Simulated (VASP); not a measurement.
**Hf: single point with PBEsol**

Hf:

```xyz
1
Lattice="-1.8050 1.8050 1.8050 1.8050 -1.8050 1.8050 1.8050 1.8050 -1.8050" Properties=species:S:1:pos:R:3 pbc="T T T"
Hf    0.0000    0.0000    0.0000
```

```
Program                : VASP 6.6.1
Task                   : single point
Functional             : PBEsol
Potentials or basis    : VASP PAW PBE potentials, release 64 (Hf_pv)
Cutoff                 : 520 eV
k mesh                 : 18 × 18 × 18
Occupations            : gaussian, width 0.15 eV
Spin                   : no spin polarisation
Dipole correction      : no
Further INCAR settings : ALGO = Normal; EDIFF = 1e-07; NBANDS = 11
```

| Item | Value |
| --- | --- |
| Pressure | -9.3 GPa |
| Band gap on the k mesh | zero (band 5 reaches 5.55 eV, above the bottom of band 6 at 3.38 eV) |

Levels at points of the mesh, in eV from the Fermi level:
| k point | band 3 | band 4 | band 5 | band 6 | band 7 | band 8 |
| --- | --- | --- | --- | --- | --- | --- |
| (0.00, 0.00, 0.00) | -29.98 | -6.88 | 1.46 | 1.46 | 1.46 | 4.11 |
| (0.50, 0.00, 0.00) | -29.98 | -3.24 | -0.43 | 0.91 | 3.91 | 4.87 |
| (0.50, 0.50, 0.50) | -30.47 | -2.36 | -2.36 | 6.40 | 6.40 | 6.40 |

Wall time 14 s on 1 thread of Intel(R) Xeon(R) 6975P-C (Granite Rapids), with other jobs on the host, peak memory 0.17 GiB.

Caveat: the PAW data sets were made with another functional, which shifts forces and pressure a little; spin-orbit coupling is left out, which moves the levels of the heavy elements.
